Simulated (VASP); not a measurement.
The system is Cd4SeS3.

```
Cd Se S
1.0
     4.24147    0.00000    0.00000
    -2.12073    3.67322    0.00000
     0.00000    0.00000   13.82700
Cd Se S
4 1 3
Direct
  0.33333 0.66667 0.00477
  0.33333 0.66667 0.49427
  0.66667 0.33333 0.24954
  0.66667 0.33333 0.76043
  0.33333 0.66667 0.68851
  0.33333 0.66667 0.19083
  0.66667 0.33333 0.43562
  0.66667 0.33333 0.94603
```

Base run:

* Program: VASP 6.6.1
* Functional: r2SCAN
* Potentials or basis: VASP PAW PBE potentials, release 64 (Cd, Se, S)
* Cutoff: 520 eV
* k mesh: 6 × 6 × 2
* Occupations: gaussian, width 0.02 eV
* Spin: no spin polarisation

Its results: band gap on the k mesh 1.19 eV; pressure -1.2 GPa; largest force 0.022 eV/Å.

The run is repeated on the same cell with these changes: functional from r2SCAN to PBE; further incar settings from ALGO = Normal; EDIFF = 1e-07; NBANDS = 46 to ALGO = Normal; EDIFF = 1e-06; NBANDS = 46. What comes out?

Band gap on the k mesh 0.74 eV; pressure 0.3 GPa; largest force 0.014 eV/Å.

Caveats: the PAW data sets were made with another functional, which shifts forces and pressure a little (at least some runs); semilocal functionals underestimate gaps, and a narrow one can read as zero (at least some runs).

